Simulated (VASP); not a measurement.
Crystal: Si5O.

```
CELL_PARAMETERS angstrom
6.68396 0.00000 0.00000
-3.34198 5.78848 0.00000
0.00000 0.00000 2.55962
ATOMIC_POSITIONS crystal
Si 0.72361 0.00000 0.00000
Si 0.00000 0.72361 0.00000
Si 0.27639 0.27639 0.00000
Si 0.33333 0.66667 0.00000
Si 0.66667 0.33333 0.00000
O 0.00000 0.00000 0.00000
```

The cell was generated, and may not be a known phase.

| Quantity | Value |
| --- | --- |
| Program | VASP 6.6.1 |
| Task | relaxation of cell and atoms |
| Functional | PBE |
| Potentials or basis | VASP PAW PBE potentials, release 64 (Si, O) |
| Cutoff | 600 eV |
| k mesh | 6 × 6 × 14 |
| Occupations | gaussian, width 0.1 eV |
| Spin | no spin polarisation |

At the start: pressure 0.1 GPa; volume 16.51 Å³/atom.

Task: How do energy, volume and symmetry change on relaxing?

Result: Over 6 steps the energy falls by 6.4 meV/atom and the volume is 16.49 Å³/atom (-0.1 %); space group P-62m (No. 189, to 0.1 Å) before and after.

The path:
| step | energy change (eV) | largest force (eV/Å) | pressure (GPa) | volume (Å³) |
| --- | --- | --- | --- | --- |
| 1 | 0.0000 | 0.1529 | 0.07 | 99.03 |
| 2 | -0.0359 | 0.1656 | 0.05 | 99.11 |
| 3 | -0.0360 | 0.1664 | 0.04 | 99.11 |
| 4 | -0.0382 | 0.0134 | -0.12 | 99.18 |
| 5 | -0.0383 | 0.0036 | -0.15 | 99.18 |
| 6 | -0.0383 | 0.0017 | 0.07 | 98.96 |

Final structure:
```xyz
6
Lattice="6.6221 0.0000 0.0000 -3.3110 5.7349 0.0000 0.0000 0.0000 2.6057" Properties=species:S:1:pos:R:3 pbc="T T T"
Si    1.4643    5.7349    0.0000
Si   -2.3877    4.1355    2.6057
Si    0.9234    1.5994    0.0000
Si    0.0000    3.8233    0.0000
Si    3.3110    1.9116    0.0000
O    -3.3110    5.7349    0.0000
```
